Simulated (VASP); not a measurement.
Wanted: the native input for a VASP 6.6.1 run.

```
Task                   : single point
Functional             : PBE
Potentials or basis    : VASP PAW PBE potentials, release 64 (Rh_pv, Os)
Cutoff                 : 520 eV
k mesh                 : 3 × 3 × 3
Occupations            : gaussian, width 0.1 eV
Spin                   : no spin polarisation
Dipole correction      : no
Further INCAR settings : LREAL = Auto; ALGO = Fast; EDIFF = 1e-06; NBANDS = 99; ISYM = 0
```

The structure of Os5Rh3 lies in POSCAR:

```
Os5Rh3
1.0
   -3.8438205881      3.8438741359     -3.8430431284
    3.8454391637      3.8413645890      3.8389150059
    3.8451359956     -3.8397460134     -3.8402304134
Rh Os
6 10
Direct
    0.7492226311      0.4961529373      0.7477987079
    0.4957263541      0.7492365252      0.7474197346
    1.0003943345      0.4991147529      0.4987607846
    0.7493836749      0.7511810765      0.4957347992
    0.0043988888      0.0052586539      0.0012711180
    0.9995823894      0.7498215086      0.2470683156
    0.2533676335      1.0039904170      0.7523394022
    0.0002222920      0.2486626588      0.7479960078
    0.4989355451     -0.0000460416      0.4977051911
    0.2507571676      0.2500119137      0.4985514477
    0.7490976558      1.0011481193      0.2484761279
    0.4961362109      0.2465242173      0.2439445205
    0.2504311983      0.4992863171      0.2469840011
    0.7493682641      0.2490033288     -0.0019102193
    0.4982508170      0.4995285002      0.9974250223
    0.2538698769      0.7517070821      0.9999552094
```

One way to write it, as run:

INCAR

```
  PREC = Accurate
  ENCUT = 520
  EDIFF = 1E-6
  ISMEAR = 0
  SIGMA = 0.1
  LREAL = Auto
  LASPH = True
  NELM = 60
  ALGO = Fast
  ISIF = 2
  LWAVE = False
  LCHARG = True
  GGA = PE
  LELF = True
  LVHAR = True
  NBANDS = 99
  ISYM = 0
```

KPOINTS

```
Automatic mesh
0
Gamma
  3 3 3
```

Potentials or basis: VASP PAW PBE potentials, release 64 (Rh_pv, Os).

Run with:

```bash
$ cat potpaw_PBE.64/Rh_pv/POTCAR potpaw_PBE.64/Os/POTCAR > POTCAR
$ mpirun -np 1 vasp_std > vasp.out
```

It gave:

The pressure is 0.0 GPa, the largest force is 0.033 eV/Å and the band gap on the k mesh is zero (band 85 reaches 10.04 eV, above the bottom of band 86 at 9.61 eV).

Caveat: the k points lie up to 0.39 Å⁻¹ apart; spin-orbit coupling is left out, which moves the levels of the heavy elements.

It took 12 min on 1 thread of Intel(R) Xeon(R) 6975P-C (Granite Rapids), on a shared host, peak memory 0.47 GiB.
